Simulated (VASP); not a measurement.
CoC, 2 atoms in the cell. Symmetry: R-3m, No. 166, trigonal system. The conventional cell has a = 2.313 Å, b = 2.313 Å, c = 11.052 Å, α = 90.00°, β = 90.00°, γ = 120.00°. Within 3.0 Å of Co (site symmetry -3m) lie 6 C at 2.28 Å and 6 Co at 2.31 Å. C (site symmetry -3m) has 6 Co at 2.28 Å and 6 C at 2.31 Å within 3.0 Å. 

- Program: VASP 6.6.1
- Task: single point
- Functional: PBE
- Potentials or basis: VASP PAW PBE potentials, release 64 (Co, C)
- Cutoff: 520 eV
- k mesh: 12 × 12 × 12
- Occupations: gaussian, width 0.1 eV
- Spin: collinear spin, ferromagnetic start
- Starting moments: [3.0, 0.0] μB
- Dipole correction: no
- Further INCAR settings: ALGO = Normal; EDIFF = 1e-06; NBANDS = 18

Potentials or basis: VASP PAW PBE potentials, release 64 (Co, C).

The run is started by

```sh
$ cat potpaw_PBE.64/Co/POTCAR potpaw_PBE.64/C/POTCAR > POTCAR
$ mpirun -np 1 vasp_std > vasp.out
```

Hardware: 1 thread of Intel(R) Xeon(R) 6975P-C (Granite Rapids), with other jobs on the host.

**Question.** Estimate the wall time of this run.

**Answer.** Run time: 4.3 min on 1 thread of Intel(R) Xeon(R) 6975P-C (Granite Rapids), with other jobs on the host, peak memory 0.26 GiB. Counts: scf iterations 19, k points 189.
